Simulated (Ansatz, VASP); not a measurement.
## One calculation of ScCo, two programs

```
CELL_PARAMETERS angstrom
3.03222 0.00000 0.00000
0.00000 3.03222 0.00000
0.00000 0.00000 3.03222
ATOMIC_POSITIONS crystal
Sc 0.50000 0.50000 0.50000
Co 0.00000 0.00000 0.00000
```

Alike in both runs: functional LDA; k mesh 14 × 14 × 14; occupations gaussian, width 0.1 eV; collinear spin.

Ansatz relaxed the structure, and its values are those at the end. VASP's run is a single point on that final structure, the one shown.

```csv
,VASP,Ansatz
version,VASP 6.6.1,Ansatz 0.2.0
potentials or method,"VASP PAW LDA potentials, release 64 (Sc_sv, Co), cutoff 520 eV","scalar-relativistic, plane waves, PAW"
valence electrons in the cell,20,28
```

|  | VASP | Ansatz | Ansatz less VASP |
| --- | --- | --- | --- |
| gap on the k mesh at the Fermi level (eV) | none | none | - |
| pressure (GPa) | 0.6 | 0.0 | -0.60 |
| net moment per atom (μB) | 0.00 | 0.00 | 0.000 |

LDA's correlation is that of Perdew and Zunger in VASP and of Perdew and Wang (1992) in Ansatz. A gap of «none» marks a metal or a gap that the smearing closes. VASP's potentials hold 20 valence electrons a cell and Ansatz's 28, so a difference there can come from the potentials and not from the codes. Ansatz's warnings: seeded moment not kept.
